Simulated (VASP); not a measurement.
# K2S (Fm-3m) in VASP: notebook

Runs on K2S. Level: PBE. Tasks: single point.

All numbers are computed with VASP 6.6.1; they aren't measurements. Logs are shortened: lines on timing, memory, paths and dates and some standing lists are left out, and cuts for length are marked.

## 1. The cell of the first run

Symmetry: Fm-3m, No. 225, cubic system. The conventional cell has a = 7.240 Å, b = 7.240 Å, c = 7.240 Å, α = 90.00°, β = 90.00°, γ = 90.00°. K (site symmetry -43m) has 4 S at 3.14 Å and 6 K at 3.62 Å within 4.1 Å. Within 4.1 Å of S (site symmetry m-3m) lie 8 K at 3.14 Å.

## 2. Single point, PBE

Input file INCAR:

```
PREC     = Accurate       # precision mode
ENCUT    = 500            # plane-wave cutoff, eV
EDIFF    = 1E-6           # SCF threshold, eV
ISMEAR   = -1             # smearing method
SIGMA    = 0.1            # smearing width, eV
LREAL    = False          # projectors in reciprocal space
LASPH    = True           # aspherical terms in the spheres
NELM     = 120            # most SCF steps
ALGO     = Normal         # electronic algorithm
ISIF     = 2              # what is computed and relaxed
LWAVE    = False          # write WAVECAR
LCHARG   = False          # write CHGCAR
GGA      = PE             # functional
NBANDS   = 19             # bands
GGA_COMPAT= False
```

Input file KPOINTS:

```
regular mesh
0
Gamma
  6 6 6
```

Input file POSCAR:

```
K2S
1.0
    0.0000000000      3.6200604648      3.6200604648
    3.6200604648      0.0000000000      3.6200604648
    3.6200604648      3.6200604648      0.0000000000
K S
2 1
Direct
    0.2500000000      0.2500000000      0.2500000000
    0.7500000000      0.7500000000      0.7500000000
    0.0000000000      0.0000000000      0.0000000000
```

Potentials or basis: VASP PAW PBE potentials, release 64 (K_sv, S).

Run with:

```console
> cat potpaw_PBE.64/K_sv/POTCAR potpaw_PBE.64/S/POTCAR > POTCAR
> mpirun -np 1 vasp_std > vasp.out
```

OUTCAR:

```text
PREC = Accurate
   ENCUT = 500
   EDIFF = 1E-6
   ISMEAR = -1
   LREAL = False
   LASPH = True
   NELM = 120
   ISIF = 2
   GGA = PE

 ion  position               nearest neighbor table
   1  0.250  0.250  0.250-   3 3.14   3 3.14   3 3.14   3 3.14   2 3.62   2 3.62   2 3.62   2 3.62
                             2 3.62   2 3.62
   2  0.750  0.750  0.750-   3 3.14   3 3.14   3 3.14   3 3.14   1 3.62   1 3.62   1 3.62   1 3.62
                             1 3.62   1 3.62
   3  0.000  0.000  0.000-   2 3.14   2 3.14   2 3.14   1 3.14   2 3.14   1 3.14   1 3.14   1 3.14

  LATTYP: Found a face centered cubic cell.
 ALAT       =     7.2401209296

  Lattice vectors:

 A1 = (   0.0000000000,   3.6200604648,   3.6200604648)
 A2 = (   3.6200604648,   0.0000000000,   3.6200604648)
 A3 = (   3.6200604648,   3.6200604648,   0.0000000000)

Analysis of symmetry for initial positions (statically):
=====================================================================
 Subroutine PRICEL returns:
 Original cell was already a primitive cell.

 Routine SETGRP: Setting up the symmetry group for a
 face centered cubic supercell.

 Subroutine GETGRP returns: Found 48 space group operations
 (whereof 48 operations were pure point group operations)
 out of a pool of 48 trial point group operations.

The static configuration has the point symmetry O_h .

Analysis of symmetry for dynamics (positions and initial velocities):
=====================================================================
 Subroutine PRICEL returns:
 Original cell was already a primitive cell.

 Routine SETGRP: Setting up the symmetry group for a
 face centered cubic supercell.

 Subroutine GETGRP returns: Found 48 space group operations
 (whereof 48 operations were pure point group operations)
 out of a pool of 48 trial point group operations.

The dynamic configuration has the point symmetry O_h .

 Subroutine INISYM returns: Found 48 space group operations
 (whereof 48 operations are pure point group operations),
 and found     1 'primitive' translations

----------------------------------------------------------------------------------------

                                     Primitive cell

  volume of cell :      94.8806

  direct lattice vectors                    reciprocal lattice vectors
[... 76 lines left out ...]
   LSORBIT =      F    spin-orbit coupling
   LASPH  =      T    aspherical Exc in radial PAW
   ENCUT  =  500.0 eV  36.75 Ry    6.06 a.u.   9.33  9.33  9.33*2*pi/ulx,y,z
   NELM   =    120;   NELMIN=  2; NELMDL= -5     # of ELM steps
   EDIFF  = 0.1E-05   stopping-criterion for ELM
   LREAL  =      F    real-space projection
   EDIFFG = 0.1E-04   stopping-criterion for IOM
   NSW    =      0    number of steps for IOM
   IBRION =     -1    ionic relax: 0-MD 1-quasi-New 2-CG
   NFREE  =      0    steps in history (QN), initial steepest desc. (CG)
   ISIF   =      2    stress and relaxation
   ISYM   =      2    0-nonsym 1-usesym 2-fastsym
   POTIM  = 0.5000    time-step for ionic-motion
   TEBEG  =    0.0;   TEEND  =   0.0 temperature during run
   PSTRESS=    0.0 pullay stress
   NELECT =      24.0000    total number of electrons
   NUPDOWN=      -1.0000    fix difference up-down
   EMIN   =  10.00;   EMAX   =-10.00  energy-range for DOS
   EFERMI =   0.00;   METHOD = LEGACY
   ISMEAR =    -1;   SIGMA  =   0.10  broadening in eV -4-tet -1-fermi 0-gaus
   EFERMI_NEDOS =   21; number of points for ismear=-14 and -15
   IALGO  =     38    algorithm
   IMIX   =      4    mixing-type and parameters
     AMIX     =   0.40;   BMIX     =  1.00
     AMIX_MAG =   1.60;   BMIX_MAG =  1.00
  volume/ion in A,a.u.               =      31.63       213.43
  Fermi-wavevector in a.u.,A,eV,Ry     =   1.035347  1.956523 14.584686  1.071944
  Thomas-Fermi vector in A             =   2.169686
   LORBIT       =      0    0 simple, 1 ext, 2 COOP (PROOUT), +10 PAW based schemes
   GGA     = PE    functional components
   LHFCALC =     F    Hartree Fock is set to
   AEXX    =    0.0000 exact exchange contribution
   IVDW    =     0    specifies the selected vdW correction
   LEPSILON=     F    determine dielectric tensor
   LRPA    =     F    only Hartree local field effects (RPA)
 non-spin polarized calculation
  energy-cutoff  :      500.00
  volume of cell :       94.88
 maximum number of plane-waves:      2450
 NGX is ok and might be reduce to    40
   NGX = 19   NGY = 19   NGZ = 19

 number of electron      24.0000003 magnetization

 Free energy of the ion-electron system (eV)
  ---------------------------------------------------
  ext. energy  EPLUGINS =         0.00000000
  ---------------------------------------------------
  free energy    TOTEN  =        -9.36403343 eV

  energy without entropy =       -9.36403250  energy(sigma->0) =       -9.36403296

 E-fermi :   1.4175     XC(G=0):  -7.5890

 val. band max:       -0.1066528900   @ k =   0.5000   0.5000   0.0000
 cond. band min:       2.4465752053   @ k =   0.0000   0.0000   0.0000
 fundamental gap:      2.5532280953
 Fermi energy:         1.4174843079

 k-point     1 :       0.0000    0.0000    0.0000
  band No.  band energies     occupation
      1     -29.2090      2.00000
      2     -29.1016      2.00000
      3     -12.8255      2.00000
      4     -12.8255      2.00000
      5     -12.8255      2.00000
      6     -12.5400      2.00000
[... 329 lines left out ...]
      6     -12.6004      2.00000
[... 11 lines left out ...]
     18       7.6397      0.00000
     19       8.1425      0.00000

------------------------ aborting loop because EDIFF is reached ----------------------------------------

  FORCE on cell =-STRESS in cart. coord.  units (eV):
  Direction    XX          YY          ZZ          XY          YZ          ZX
  --------------------------------------------------------------------------------------
  -------------------------------------------------------------------------------------
  Total        1.2283707      1.2283707      1.2283707      0.0000000      0.0000000      0.0000000
  in kB       20.7425694     20.7425694     20.7425694      0.0000000      0.0000000      0.0000000
  external PRESSURE =      20.7425694 kB  Pullay stress =       0.0000000 kB

 VOLUME and BASIS-vectors are now :
 -----------------------------------------------------------------------------
  energy-cutoff  :      500.00
  volume of cell :       94.88
      direct lattice vectors                 reciprocal lattice vectors
     0.000000000  3.620060465  3.620060465    -0.138119240  0.138119240  0.138119240
     3.620060465  0.000000000  3.620060465     0.138119240 -0.138119240  0.138119240
     3.620060465  3.620060465  0.000000000     0.138119240  0.138119240 -0.138119240

 POSITION                                       TOTAL-FORCE (eV/Angst)
 -----------------------------------------------------------------------------------
      1.81003      1.81003      1.81003        -0.000000     -0.000000     -0.000000
      5.43009      5.43009      5.43009         0.000000      0.000000      0.000000
      0.00000      0.00000      0.00000        -0.000000     -0.000000      0.000000
 -----------------------------------------------------------------------------------
    total drift:                               -0.000000     -0.000000      0.000000

  FREE ENERGIE OF THE ION-ELECTRON SYSTEM (eV)
  ---------------------------------------------------
  free  energy   TOTEN  =        -9.3640334271 eV

  energy  without entropy=       -9.3640325017  energy(sigma->0) =       -9.36403296
```

Run time: 55 s. Hardware: 1 thread of AMD EPYC 7R13, shared host; peak memory 0.2 GiB.

Results:

| Property | Result |
| --- | --- |
| Free energy | -9.3640 eV |
| Pressure | 2.1 GPa |
| Band gap on the k mesh | 2.55 eV, indirect (least direct gap 2.82 eV) |

A k mesh can miss the band edges. Expect the measured gap to be larger: semilocal functionals such as PBE lack the derivative discontinuity.

## 3. Single point, PBE

This run uses another cell than the first one, of 32.64 Å³/atom, 1.032 times its volume.

Input file INCAR:

```
PREC = Accurate
ENCUT = 500
EDIFF = 1E-6
ISMEAR = -1
SIGMA = 0.1
LREAL = False
LASPH = True
NELM = 120
ALGO = Normal
ISIF = 2
LWAVE = False
LCHARG = False
GGA = PE
NBANDS = 19
GGA_COMPAT = False
```

KPOINTS is that of step 2.

Input file POSCAR:

```
K2S
1.0
    0.0000000000      3.6581691649      3.6581691649
    3.6581691649      0.0000000000      3.6581691649
    3.6581691649      3.6581691649      0.0000000000
K S
2 1
Direct
    0.2500000000      0.2500000000      0.2500000000
    0.7500000000      0.7500000000      0.7500000000
    0.0000000000      0.0000000000      0.0000000000
```

Potentials or basis: VASP PAW PBE potentials, release 64 (K_sv, S).

Run with:

```console
> cat potpaw_PBE.64/K_sv/POTCAR potpaw_PBE.64/S/POTCAR > POTCAR
> mpirun -np 1 vasp_std > vasp.out
```

It took 52 s on 1 thread of AMD EPYC 7R13, shared host; peak memory 0.2 GiB.

The run converged. Its results:

* Free energy: -9.3963 eV
* Pressure: 1.3 GPa
* Band gap on the k mesh: 2.47 eV, indirect (least direct gap 2.70 eV)

Levels at points of the mesh, in eV from the valence-band top:
```tsv
k point	band 8	band 9	band 10	band 11	band 12	band 13	band 14	band 15	band 16	band 17
(0.00, 0.00, 0.00)	-12.50	-9.65	-0.23	-0.23	-0.23	2.47	5.47	5.47	7.60	7.60
(0.50, 0.00, 0.00)	-12.63	-9.42	-0.64	-0.08	-0.08	4.79	5.19	5.87	5.87	7.67
(0.50, 0.50, 0.00)	-12.42	-9.37	-0.78	0.00	0.00	3.52	5.36	6.66	6.78	7.72
```

## 4. Single point, PBE

This run uses another cell than the first one, of 33.65 Å³/atom, 1.064 times its volume.

Input file INCAR:

```
SYSTEM = K2S
PREC = Accurate
ENCUT = 500
EDIFF = 1E-6
ISMEAR = -1
SIGMA = 0.1
LREAL = .FALSE.
LASPH = .TRUE.
NELM = 120
ALGO = Normal
ISIF = 2
LWAVE = .FALSE.
LCHARG = .FALSE.
GGA = PE
NBANDS = 19
GGA_COMPAT = .FALSE.
```

Input file KPOINTS:

```
Automatic mesh
0
G
  6 6 6
  0 0 0
```

Input file POSCAR:

```
K2S
1.0
    0.0000000000      3.6955000000      3.6955000000
    3.6955000000      0.0000000000      3.6955000000
    3.6955000000      3.6955000000      0.0000000000
K S
2 1
Direct
    0.2500000000      0.2500000000      0.2500000000
    0.7500000000      0.7500000000      0.7500000000
    0.0000000000      0.0000000000      0.0000000000
```

Run with:

```console
> cat potpaw_PBE.64/K_sv/POTCAR potpaw_PBE.64/S/POTCAR > POTCAR
> mpirun -np 1 vasp_std > vasp.out
```

Wall time 50 s (1 thread of AMD EPYC 7R13, shared host); peak memory 0.21 GiB.

Results (log left out):

- Free energy: -9.4145 eV
- Pressure: 0.6 GPa
- Band gap on the k mesh: 2.39 eV, indirect (least direct gap 2.59 eV)

Levels at points of the mesh, in eV from the valence-band top:
| k point | band 9 | band 10 | band 11 | band 12 | band 13 | band 14 | band 15 | band 16 |
| --- | --- | --- | --- | --- | --- | --- | --- | --- |
| (0.00, 0.00, 0.00) | -9.62 | -0.20 | -0.20 | -0.20 | 2.39 | 5.47 | 5.47 | 7.49 |
| (0.50, 0.00, 0.00) | -9.42 | -0.62 | -0.07 | -0.07 | 4.73 | 5.04 | 5.83 | 5.83 |
| (0.50, 0.50, 0.00) | -9.37 | -0.75 | 0.00 | 0.00 | 3.51 | 5.30 | 6.62 | 6.62 |

A k mesh can miss the band edges.

## 5. Overview

| cell | gap on the mesh (eV) | pressure (GPa) |
| --- | --- | --- |
| a = 5.120 Å, angles 60.0°, 3 atoms | 2.55 | 2.1 |
| a = 5.173 Å, angles 60.0°, 3 atoms | 2.47 | 1.3 |
| a = 5.226 Å, angles 60.0°, 3 atoms | 2.39 | 0.6 |

Alike in all rows: task single point; level PBE; potentials or basis VASP PAW PBE potentials, release 64 (K_sv, S); no spin polarisation; k mesh 6 × 6 × 6; cutoff (eV) 500; smearing fermi-dirac 0.1 eV.

Total energies depend on the potentials used, so only differences within one code and one set of settings carry meaning.
